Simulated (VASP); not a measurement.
Set up this calculation in VASP 6.6.1, as the native input.

- Task: single point
- Functional: PBE
- Potentials or basis: VASP PAW PBE potentials, release 64 (Co)
- Cutoff: 520 eV
- k mesh: 8 × 8 × 8
- Occupations: fermi-dirac, width 0.1 eV
- Spin: collinear spin, ferromagnetic start
- Starting moments: [1.717] μB
- Dipole correction: no
- Further INCAR settings: ALGO = Normal; EDIFF = 1e-07; NBANDS = 14

The structure of Co lies in POSCAR:

```
Co
1.0
    0.0000000000      1.7610718056      1.7610718056
    1.7610718056      0.0000000000      1.7610718056
    1.7610718056      1.7610718056      0.0000000000
Co
1
Direct
    0.0000000000      0.0000000000      0.0000000000
```

These files were run (other wordings do the same):

INCAR

```
SYSTEM = Co
  PREC = Accurate
  ENCUT = 520
  EDIFF = 1E-7
  ISMEAR = -1
  SIGMA = 0.1
  LREAL = .False.
  LASPH = .True.
  NELM = 150
  ALGO = Normal
  ISIF = 2
  LWAVE = .False.
  LCHARG = .True.
  ISPIN = 2
  MAGMOM = 1.717
  LORBIT = 11
  LMAXMIX = 4
  GGA = PE
  LELF = .True.
  LVHAR = .True.
  NBANDS = 14
```

KPOINTS

```
regular mesh
0
Gamma
  8 8 8
  0 0 0
```

Potentials or basis: VASP PAW PBE potentials, release 64 (Co).

Run with:

```sh
$ cat potpaw_PBE.64/Co/POTCAR > POTCAR
$ mpirun -np 1 vasp_std > vasp.out
```

It gave:

```json
{
  "Pressure": "0.0 GPa",
  "Net moment": "1.69 μB per cell",
  "Site moments": "Co +1.71 μB",
  "Valence electrons inside the program's atomic spheres": "Co 8.26"
}
```

Caveat: the k points lie up to 0.39 Å⁻¹ apart.

Run time: 8.1 s on 1 thread of AMD EPYC 9R45 96-Core Processor (Zen 5) (shared host), peak memory 0.1 GiB.
